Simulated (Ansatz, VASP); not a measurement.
**Two plane-wave programs on Mg3CdS2**

```xyz
6
Lattice="6.5323 0.0000 0.0000 -3.2662 5.6572 0.0000 0.0000 0.0000 3.5864" Properties=species:S:1:pos:R:3 pbc="T T T"
Mg   -1.6331    2.8286    0.0000
Mg    3.2662    0.0000    0.0000
Mg    1.6331    2.8286    0.0000
Cd    0.0000    0.0000    0.0000
S     3.2662    1.8857    1.7932
S     0.0000    3.7715    1.7932
```

Change from the starting cell: species swapped into the NaSn2Pd3 type (P6mm, No. 183).

Alike in both runs: task relaxation of cell and atoms; functional PBE; k mesh 6 × 6 × 10; occupations gaussian, width 0.1 eV; no spin polarisation.

|  | VASP | Ansatz |
| --- | --- | --- |
| version | VASP 6.6.1 | Ansatz 0.2.0 |
| potentials or method | VASP PAW PBE potentials, release 64 (Mg, Cd, S), cutoff 600 eV | scalar-relativistic, plane waves, PAW |
| valence electrons in the cell | 30 | 62 |

```csv
,VASP,Ansatz,Ansatz less VASP
"gap on the k mesh at the Fermi level, each at its own relaxed structure (eV)",none,none,-
relaxed volume (Å³/atom),22.03,22.11,+0.076
relaxed cell length with the largest relative difference (Å),6.529,6.540,+0.0107
```

A gap of «none» marks a metal or a gap that the smearing closes. VASP's potentials hold 30 valence electrons a cell and Ansatz's 62, so a difference there can come from the potentials and not from the codes.
